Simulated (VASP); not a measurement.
The system is BaTiO3.

```
Ba Ti O
1.0
     8.12727    0.00000    0.00000
     0.01049    4.06362    0.00000
     0.01049    0.01047    4.06360
Ba Ti O
2 2 6
Direct
  0.00000 0.00000 0.00000
  0.50000 0.00000 0.00000
  0.24300 0.48600 0.48600
  0.74300 0.48600 0.48600
  0.25420 0.50840 0.01850
  0.75420 0.50840 0.01850
  0.00925 0.50840 0.50840
  0.50925 0.50840 0.50840
  0.25420 0.01850 0.50840
  0.75420 0.01850 0.50840
```

```yaml
Program: VASP 6.6.1
Task: relaxation of cell and atoms
Functional: r2SCAN
Potentials_or_basis: VASP PAW PBE potentials, release 64 (Ba_sv, Ti_sv, O)
Cutoff: 660 eV
k_mesh: 3 × 5 × 5
Occupations: fermi-dirac, width 0.1 eV
Spin: no spin polarisation
Hubbard_terms: Ti d U = 1.04 eV, O p U = 6.9 eV
```

At the start: pressure -5.5 GPa; volume 13.42 Å³/atom.

Task: Where does the relaxation end?

Result: Over 12 steps the energy falls by 9.2 meV/atom and the volume is 12.87 Å³/atom (-4.1 %); space group R3m (No. 160, to 0.1 Å) before and after.

Step by step:
```csv
step,energy change (eV),largest force (eV/Å),pressure (GPa),volume (Å³)
1,0.0000,0.1118,-5.52,134.21
2,0.0269,0.7169,7.00,125.43
3,-0.0758,0.2498,-0.16,130.04
4,-0.0857,0.1570,-0.09,129.52
5,-0.0898,0.0620,0.13,128.84
6,-0.0899,0.0667,0.11,128.88
7,-0.0910,0.0433,-0.20,129.01
8,-0.0911,0.0405,-0.34,129.08
9,-0.0917,0.0285,-0.03,128.80
10,-0.0917,0.0253,0.07,128.72
11,-0.0920,0.0172,0.02,128.71
12,-0.0920,0.0073,-0.01,128.69
```

Final structure:
```yaml
crystal:
  lattice:
    - [8.01534, -0.00605, -0.00604]
    - [0.00732, 4.00686, -0.00331]
    - [0.00732, 0.00702, 4.00685]
  atoms:
    - { symbol: Ba, position: [0.99995, 0.99992, 0.99992] }
    - { symbol: Ba, position: [0.49995, 0.99992, 0.99992] }
    - { symbol: Ti, position: [0.24533, 0.49092, 0.49092] }
    - { symbol: Ti, position: [0.74533, 0.49092, 0.49092] }
    - { symbol: O, position: [0.25400, 0.50799, 0.01465] }
    - { symbol: O, position: [0.75400, 0.50799, 0.01465] }
    - { symbol: O, position: [0.00738, 0.50781, 0.50781] }
    - { symbol: O, position: [0.50738, 0.50781, 0.50781] }
    - { symbol: O, position: [0.25400, 0.01465, 0.50799] }
    - { symbol: O, position: [0.75400, 0.01465, 0.50799] }
```

Caveat: the PAW data sets were made with another functional, which shifts forces and pressure a little.
